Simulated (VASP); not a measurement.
# Ir in VASP: notebook

Aim: see how the results for Ir move with the level of theory and the settings. Levels: r2SCAN, PBE. Tasks: single point.

Program: VASP 6.6.1. These are calculated values, not measurements. Logs are shortened: lines on timing, memory, paths and dates and some standing lists are left out, and cuts for length are marked.

## (1) The cell of the first run

The structure is cubic, space group Fm-3m (No. 225). The conventional cell has a = 3.822 Å, b = 3.822 Å, c = 3.822 Å, α = 90.00°, β = 90.00°, γ = 90.00°. Ir (site symmetry m-3m) has 12 Ir at 2.70 Å within 3.6 Å.

## (2) Single point, r2SCAN (functional r2SCAN, strained)

POSCAR

```
Ir
1.0
    0.0000000000      1.9107925920      1.9107925920
    1.9107925920      0.0000000000      1.9107925920
    1.9107925920      1.9107925920      0.0000000000
Ir
1
Direct
    0.0000000000      0.0000000000      0.0000000000
```

INCAR.step1

```
PREC = Accurate
ENCUT = 520
ISMEAR = 0
SIGMA = 0.1
LREAL = False
LASPH = True
NELM = 100
NBANDS = 10
GGA = PE
ALGO = Normal
EDIFF = 1E-4
LWAVE = True
LCHARG = False
```

INCAR.step2

```
PREC = Accurate
ENCUT = 520
EDIFF = 1E-7
ISMEAR = 0
SIGMA = 0.1
LREAL = False
LASPH = True
NELM = 100
ALGO = Normal
ISIF = 2
LWAVE = False
LCHARG = False
METAGGA = R2SCAN
LMIXTAU = True
NBANDS = 10
ISTART = 1
```

KPOINTS

```
Automatic mesh
0
Gamma
  18 18 18
```

Potentials or basis: VASP PAW PBE potentials, release 64 (Ir).

Run with:

```
cat potpaw_PBE.64/Ir/POTCAR > POTCAR
cp INCAR.step1 INCAR
mpirun -np 1 vasp_std > vasp.out
cp INCAR.step2 INCAR
mpirun -np 1 vasp_std > vasp.out
```

OUTCAR:

```text
PREC = Accurate
   ENCUT = 520
   EDIFF = 1E-7
   ISMEAR = 0
   LREAL = False
   LASPH = True
   NELM = 100
   ISIF = 2
   METAGGA = R2SCAN
   ISTART = 1

 ion  position               nearest neighbor table
   1  0.000  0.000  0.000-

  LATTYP: Found a face centered cubic cell.
 ALAT       =     3.8215851840

  Lattice vectors:

 A1 = (   0.0000000000,   1.9107925920,   1.9107925920)
 A2 = (   1.9107925920,   0.0000000000,   1.9107925920)
 A3 = (   1.9107925920,   1.9107925920,   0.0000000000)

Analysis of symmetry for initial positions (statically):
=====================================================================
 Subroutine PRICEL returns:
 Original cell was already a primitive cell.

 Routine SETGRP: Setting up the symmetry group for a
 face centered cubic supercell.

 Subroutine GETGRP returns: Found 48 space group operations
 (whereof 48 operations were pure point group operations)
 out of a pool of 48 trial point group operations.

The static configuration has the point symmetry O_h .

Analysis of symmetry for dynamics (positions and initial velocities):
=====================================================================
 Subroutine PRICEL returns:
 Original cell was already a primitive cell.

 Routine SETGRP: Setting up the symmetry group for a
 face centered cubic supercell.

 Subroutine GETGRP returns: Found 48 space group operations
 (whereof 48 operations were pure point group operations)
 out of a pool of 48 trial point group operations.

The dynamic configuration has the point symmetry O_h .

 Subroutine INISYM returns: Found 48 space group operations
 (whereof 48 operations are pure point group operations),
 and found     1 'primitive' translations

----------------------------------------------------------------------------------------

                                     Primitive cell

  volume of cell :      13.9531

  direct lattice vectors                    reciprocal lattice vectors
     0.000000000  1.910792592  1.910792592    -0.261671519  0.261671519  0.261671519
     1.910792592  0.000000000  1.910792592     0.261671519 -0.261671519  0.261671519
     1.910792592  1.910792592  0.000000000     0.261671519  0.261671519 -0.261671519

  length of vectors
     2.702268798  2.702268798  2.702268798     0.453228366  0.453228366  0.453228366

  position of ions in fractional coordinates (direct lattice)
     0.000000000  0.000000000  0.000000000

  ion indices of the primitive-cell ions
   primitive index   ion index
                 1           1

----------------------------------------------------------------------------------------

 KPOINTS: Automatic mesh

Automatic generation of k-mesh.
 Grid dimensions read from file:
 generate k-points for:   18   18   18

 Generating k-lattice:

  Cartesian coordinates                     Fractional coordinates (reciprocal lattice)
    -0.014537307  0.014537307  0.014537307     0.055555556  0.000000000  0.000000000
     0.014537307 -0.014537307  0.014537307     0.000000000  0.055555556  0.000000000
     0.014537307  0.014537307 -0.014537307     0.000000000  0.000000000  0.055555556

  Length of vectors
     0.025179354  0.025179354  0.025179354

  Shift w.r.t. Gamma in fractional coordinates (k-lattice)
     0.000000000  0.000000000  0.000000000

 Subroutine IBZKPT returns following result:
 ===========================================

 Found    195 irreducible k-points:

 Following reciprocal coordinates:
            Coordinates               Weight
  0.000000  0.000000  0.000000      1.000000
  0.055556  0.000000  0.000000      8.000000
  0.111111  0.000000  0.000000      8.000000
  0.166667  0.000000  0.000000      8.000000
  0.222222  0.000000  0.000000      8.000000
  0.277778  0.000000  0.000000      8.000000
[... 16 lines left out ...]
 -0.277778  0.055556  0.000000     24.000000
 -0.222222  0.055556  0.000000     24.000000
 [... further k-points ...]
   k-points           NKPTS =    195   k-points in BZ     NKDIM =    195   number of bands    NBANDS=     10
   number of dos      NEDOS =    301   number of ions     NIONS =      1
   total plane-waves  NPLWV =   8000
   dimension x,y,z NGX =    20 NGY =   20 NGZ =   20
   dimension x,y,z NGXF=    40 NGYF=   40 NGZF=   40
   ions per type =               1
   NGX,Y,Z   is equivalent  to a cutoff of  12.30, 12.30, 12.30 a.u.
   NGXF,Y,Z  is equivalent  to a cutoff of  24.61, 24.61, 24.61 a.u.
 SYSTEM =  unknown system
   PREC   = accura    normal or accurate (medium, high low for compatibility)
   ISTART =      1    job   : 0-new  1-cont  2-samecut
   ICHARG =      0    charge: 1-file 2-atom 10-const
   ISPIN  =      1    spin polarized calculation?
   LNONCOLLINEAR =      F non collinear calculations
   LSORBIT =      F    spin-orbit coupling
   LASPH  =      T    aspherical Exc in radial PAW
   ENCUT  =  520.0 eV  38.22 Ry    6.18 a.u.   5.02  5.02  5.02*2*pi/ulx,y,z
   NELM   =    100;   NELMIN=  2; NELMDL=  0     # of ELM steps
   EDIFF  = 0.1E-06   stopping-criterion for ELM
   LREAL  =      F    real-space projection
   EDIFFG = 0.1E-05   stopping-criterion for IOM
   NSW    =      0    number of steps for IOM
   IBRION =     -1    ionic relax: 0-MD 1-quasi-New 2-CG
   NFREE  =      0    steps in history (QN), initial steepest desc. (CG)
   ISIF   =      2    stress and relaxation
   ISYM   =      2    0-nonsym 1-usesym 2-fastsym
   POTIM  = 0.5000    time-step for ionic-motion
   TEBEG  =    0.0;   TEEND  =   0.0 temperature during run
   PSTRESS=    0.0 pullay stress
   NELECT =       9.0000    total number of electrons
   NUPDOWN=      -1.0000    fix difference up-down
   EMIN   =  10.00;   EMAX   =-10.00  energy-range for DOS
   EFERMI =   0.00;   METHOD = LEGACY
   ISMEAR =     0;   SIGMA  =   0.10  broadening in eV -4-tet -1-fermi 0-gaus
   EFERMI_NEDOS =   21; number of points for ismear=-14 and -15
   IALGO  =     38    algorithm
   IMIX   =      4    mixing-type and parameters
     AMIX     =   0.40;   BMIX     =  1.00
     AMIX_MAG =   1.60;   BMIX_MAG =  1.00
  volume/ion in A,a.u.               =      13.95        94.16
  Fermi-wavevector in a.u.,A,eV,Ry     =   1.414486  2.672992 27.222154  2.000772
  Thomas-Fermi vector in A             =   2.536024
   LORBIT       =      0    0 simple, 1 ext, 2 COOP (PROOUT), +10 PAW based schemes
   METAGGA = R2SCAN    functional components
   LHFCALC =     F    Hartree Fock is set to
   AEXX    =    0.0000 exact exchange contribution
   IVDW    =     0    specifies the selected vdW correction
   LEPSILON=     F    determine dielectric tensor
   LRPA    =     F    only Hartree local field effects (RPA)
 non-spin polarized calculation
 Gauss-broadening in eV      SIGMA  =   0.10
  energy-cutoff  :      520.00
  volume of cell :       13.95
 maximum number of plane-waves:       388
   NGX =  9   NGY =  9   NGZ =  9

 number of electron       9.0000001 magnetization

 Free energy of the ion-electron system (eV)
  ---------------------------------------------------
  ext. energy  EPLUGINS =         0.00000000
  ---------------------------------------------------
  free energy    TOTEN  =       -52.36026787 eV

  energy without entropy =      -52.35548417  energy(sigma->0) =      -52.35787602

 E-fermi :  10.4682     XC(G=0): -15.4239

 val. band max:       10.4581227727   @ k =   0.3333   0.1111   0.0556
 cond. band min:      10.4688781448   @ k =   0.5000   0.2222   0.1111
 fundamental gap:      0.0107553721
 Fermi energy:        10.4681567945

 k-point     1 :       0.0000    0.0000    0.0000
  band No.  band energies     occupation
      1      -1.2642      2.00000
      2       6.3337      2.00000
      3       6.3337      2.00000
      4       6.3337      2.00000
      5       9.1080      2.00000
      6       9.1080      2.00000
      7      25.4903      0.00000
      8      31.4417      0.00000
      9      31.4417      0.00000
     10      31.4417      0.00000

 k-point     2 :       0.0556    0.0000    0.0000
  band No.  band energies     occupation
      1      -1.1183      2.00000
      2       6.2538      2.00000
      3       6.3975      2.00000
      4       6.3975      2.00000
      5       9.0666      2.00000
      6       9.0666      2.00000
      7      25.7423      0.00000
      8      30.6930      0.00000
      9      31.6792      0.00000
     10      31.6792      0.00000

 k-point     3 :       0.1111    0.0000    0.0000
  band No.  band energies     occupation
      1      -0.6959      2.00000
      2       6.0493      2.00000
      3       6.5640      2.00000
      4       6.5640      2.00000
      5       8.9770      2.00000
      6       8.9770      2.00000
      7      26.4338      0.00000
      8      29.1923      0.00000
      9      32.3693      0.00000
     10      32.3693      0.00000

 k-point     4 :       0.1667    0.0000    0.0000
  band No.  band energies     occupation
      1      -0.0505      2.00000
      2       5.8192      2.00000
      3       6.7470      2.00000
      4       6.7470      2.00000
      5       8.9477      2.00000
      6       8.9477      2.00000
      7      27.2333      0.00000
      8      27.6930      0.00000
      9      33.4455      0.00000
     10      33.4455      0.00000

 k-point     5 :       0.2222    0.0000    0.0000
  band No.  band energies     occupation
      1       0.7023      2.00000
      2       5.7234      2.00000
      3       6.8131      2.00000
      4       6.8131      2.00000
      5       9.1317      2.00000
      6       9.1317      2.00000
      7      25.9049      0.00000
      8      28.0752      0.00000
      9      34.7759      0.00000
     10      34.7759      0.00000

 k-point     6 :       0.2778    0.0000    0.0000
  band No.  band energies     occupation
      1       1.3616      2.00000
      2       5.9838      2.00000
      3       6.7126      2.00000
      4       6.7126      2.00000
      5       9.5796      2.00000
      6       9.5796      2.00000
      7      24.2559      0.00000
      8      27.7967      0.00000
      9      35.6754      0.00000
     10      35.6754      0.00000
[... 183 lines left out ...]
 k-point    21 :      -0.3889    0.0556    0.0000
  band No.  band energies     occupation
      1       1.9893      2.00000
      2       6.2116      2.00000
      3       6.3740      2.00000
      4       8.0301      2.00000
      5      10.6801      0.00272
      6      11.5903      0.00000
      7      19.9566      0.00000
      8      25.8603      0.00000
      9      31.4033      0.00000
     10      32.8235      0.00000

 k-point    22 :      -0.3333    0.0556    0.0000
  band No.  band energies     occupation
      1       1.9294      2.00000
      2       6.3928      2.00000
      3       6.5368      2.00000
      4       6.9084      2.00000
      5      10.0270      2.00000
      6      10.9851      0.00000
      7      21.8722      0.00000
      8      26.6392      0.00000
      9      32.3392      0.00000
     10      34.5200      0.00000

 k-point    23 :      -0.2778    0.0556    0.0000
  band No.  band energies     occupation
      1       1.6529      2.00000
      2       6.0039      2.00000
      3       6.6288      2.00000
      4       6.7381      2.00000
      5       9.3565      2.00000
      6      10.3277      1.95308
      7      23.7772      0.00000
      8      27.6485      0.00000
      9      33.4333      0.00000
     10      35.5738      0.00000

 k-point    24 :      -0.2222    0.0556    0.0000
  band No.  band energies     occupation
      1       1.0688      2.00000
      2       5.6235      2.00000
      3       6.7957      2.00000
      4       6.8937      2.00000
      5       8.8264      2.00000
      6       9.7411      2.00000
      7      25.4927      0.00000
      8      28.2642      0.00000
      9      33.7041      0.00000
     10      35.0833      0.00000

 [... further k-points ...]
[... 5 lines left out ...]
  --------------------------------------------------------------------------------------
  -------------------------------------------------------------------------------------
  Total        0.8461071      0.8461071      0.8461071     -0.0000000     -0.0000000      0.0000000
  in kB       97.1550229     97.1550229     97.1550229     -0.0000000     -0.0000000      0.0000000
  external PRESSURE =      97.1550229 kB  Pullay stress =       0.0000000 kB

 VOLUME and BASIS-vectors are now :
 -----------------------------------------------------------------------------
  energy-cutoff  :      520.00
  volume of cell :       13.95
      direct lattice vectors                 reciprocal lattice vectors
     0.000000000  1.910792592  1.910792592    -0.261671519  0.261671519  0.261671519
     1.910792592  0.000000000  1.910792592     0.261671519 -0.261671519  0.261671519
     1.910792592  1.910792592  0.000000000     0.261671519  0.261671519 -0.261671519

 POSITION                                       TOTAL-FORCE (eV/Angst)
 -----------------------------------------------------------------------------------
      0.00000      0.00000      0.00000         0.000000     -0.000000     -0.000000
 -----------------------------------------------------------------------------------
    total drift:                                0.000000      0.000000      0.000000

  FREE ENERGIE OF THE ION-ELECTRON SYSTEM (eV)
  ---------------------------------------------------
  free  energy   TOTEN  =       -52.3602678657 eV

  energy  without entropy=      -52.3554841691  energy(sigma->0) =      -52.35787602
```

Run time: 45 s. Hardware: 1 thread of Intel Xeon 6975P-C (Granite Rapids), shared host; peak memory 0.15 GiB.

What came out:

```yaml
Free_energy: -52.3603 eV
Pressure: 9.7 GPa
```

Levels at points of the mesh, in eV from the Fermi level:
```csv
k point,band 2,band 3,band 4,band 5,band 6,band 7
"(0.00, 0.00, 0.00)",-4.13,-4.13,-4.13,-1.36,-1.36,15.02
"(0.50, 0.00, 0.00)",-4.29,-4.29,-0.79,0.91,0.91,7.77
"(0.50, 0.50, 0.00)",-7.84,0.82,1.56,1.56,1.74,11.22
```

Caveat: the cell differs from its parent crystal (functional r2SCAN, strained); the PAW data sets were made with another functional, which shifts forces and pressure a little; spin-orbit coupling is left out, which moves the levels of the heavy elements.

## (3) Single point, PBE (the cell strained at random)

INCAR

```
PREC     = Accurate       # precision mode
ENCUT    = 520            # plane-wave cutoff, eV
EDIFF    = 1E-7           # SCF threshold, eV
ISMEAR   = 0              # smearing method
SIGMA    = 0.1            # smearing width, eV
LREAL    = F              # projectors in reciprocal space
LASPH    = T              # aspherical terms in the spheres
NELM     = 80             # most SCF steps
ALGO     = Fast           # electronic algorithm
ISIF     = 2              # what is computed and relaxed
LWAVE    = F              # write WAVECAR
LCHARG   = T              # write CHGCAR
GGA      = PE             # functional
LELF     = T              # ELF
LVHAR    = T            
NBANDS   = 10             # bands
```

KPOINTS

```
Automatic mesh
0
Gamma
  16 16 16
```

POSCAR

```
Ir
1.0
    0.0200800620      1.9331187030      1.8845694900
    1.9534099320      0.0178532100      1.8867963420
    1.9746802080      1.9566158310     -0.0034170660
Ir
1
Direct
    0.0000000000      0.0000000000      0.0000000000
```

Potentials or basis: VASP PAW PBE potentials, release 64 (Ir).

Run with:

```
cat potpaw_PBE.64/Ir/POTCAR > POTCAR
mpirun -np 1 vasp_std > vasp.out
```

Run time: 2.4 min. Hardware: 1 thread of Intel Xeon 6975P-C (Granite Rapids), shared host; peak memory 0.41 GiB.

The run converged. Its results:

| Property | Result |
| --- | --- |
| Free energy | -8.8242 eV |
| Pressure | 6.7 GPa |

Stress tensor (GPa, compression positive):
```
 1.63 -4.89  0.16
-4.89  4.95  0.82
 0.16  0.82 13.56
```

Levels at points of the mesh, in eV from the Fermi level:
```csv
k point,band 1,band 2,band 3,band 4,band 5,band 6,band 7,band 8,band 9
"(0.00, 0.00, 0.00)",-11.01,-4.11,-3.77,-3.57,-1.43,-0.91,14.36,19.21,19.94
"(0.50, 0.00, 0.00)",-7.97,-4.28,-3.61,-0.61,0.88,0.99,7.37,13.77,19.13
"(0.00, 0.50, 0.00)",-7.97,-4.30,-3.58,-0.63,0.90,0.96,7.33,13.78,19.14
"(0.50, 0.50, 0.00)",-7.77,-7.25,0.84,1.42,1.55,2.14,10.91,10.95,11.72
"(0.00, 0.00, 0.50)",-8.02,-4.00,-3.78,-0.84,0.65,1.04,7.02,13.99,19.78
"(0.50, 0.00, 0.50)",-7.80,-7.21,0.81,1.27,1.60,1.67,10.27,11.59,11.98
"(0.00, 0.50, 0.50)",-7.82,-7.21,0.85,1.32,1.41,1.59,10.02,11.80,12.11
"(0.50, 0.50, 0.50)",-8.01,-3.97,-3.83,-0.81,0.64,1.07,7.08,13.96,19.77
```

Caveat: the cell differs from its parent crystal (the cell strained at random); spin-orbit coupling is left out, which moves the levels of the heavy elements.
